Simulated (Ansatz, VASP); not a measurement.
## Ta in VASP and in Ansatz

```
Ta
1.0
    -1.66072    1.66072    1.66072
     1.66072   -1.66072    1.66072
     1.66072    1.66072   -1.66072
Ta
1
Direct
  0.00000 0.00000 0.00000
```

Alike in both runs: task single point; functional PBE; k mesh 13 × 13 × 13; no spin polarisation.

|  | VASP | Ansatz |
| --- | --- | --- |
| version | VASP 6.6.1 | Ansatz 0.2.0 |
| potentials or method | VASP PAW PBE potentials, release 64 (Ta_pv), cutoff 520 eV | plane waves (420 eV) with PAW, scalar-relativistic |
| occupations | methfessel-paxton of order 1, width 1 eV | cold, width 1 eV |
| valence electrons in the cell | 11 | 13 |

|  | VASP | Ansatz | Ansatz less VASP |
| --- | --- | --- | --- |
| pressure (GPa) | -0.2 | -0.9 | -0.75 |

VASP's potentials hold 11 valence electrons a cell and Ansatz's 13, so a difference there can come from the potentials and not from the codes.

Spin-orbit coupling is off throughout.
